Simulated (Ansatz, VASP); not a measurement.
## LaTe4: VASP beside Ansatz

```
La Te
1.0
     3.59461    2.07535    3.97277
    -3.59461    2.07535    3.97277
     0.00000   -4.15070    3.97277
La Te
1 4
Cartesian
  0.0000 0.0000 0.5054
  -1.5429 0.8908 2.3843
  0.0000 -1.7816 2.3843
  1.5429 0.8908 2.3843
  0.0000 0.0000 5.1021
```

Alike in both runs: task relaxation of cell and atoms; functional PBE; k mesh 3 × 3 × 3; occupations gaussian, width 0.1 eV; no spin polarisation.

|  | VASP | Ansatz |
| --- | --- | --- |
| version | VASP 6.6.1 | Ansatz 0.2.0 |
| potentials or method | VASP PAW PBE potentials, release 64 (La, Te), cutoff 600 eV | scalar-relativistic, plane waves, PAW |
| valence electrons in the cell | 35 | 75 |

|  | VASP | Ansatz | Ansatz less VASP |
| --- | --- | --- | --- |
| gap on the k mesh at the Fermi level, each at its own relaxed structure (eV) | none | none | - |
| relaxed volume (Å³/atom) | 39.60 | 51.34 | +11.741 |
| relaxed cell length with the largest relative difference (Å) | 6.558 | 6.449 | -0.1091 |

A gap of «none» marks a metal or a gap that the smearing closes. One of these differences is far larger than is usual between the two programs; its cause wasn't traced. VASP's potentials hold 35 valence electrons a cell and Ansatz's 75, so a difference there can come from the potentials and not from the codes.

The k mesh is coarse, so the values compare programs but aren't converged. Spin-orbit coupling is off throughout.
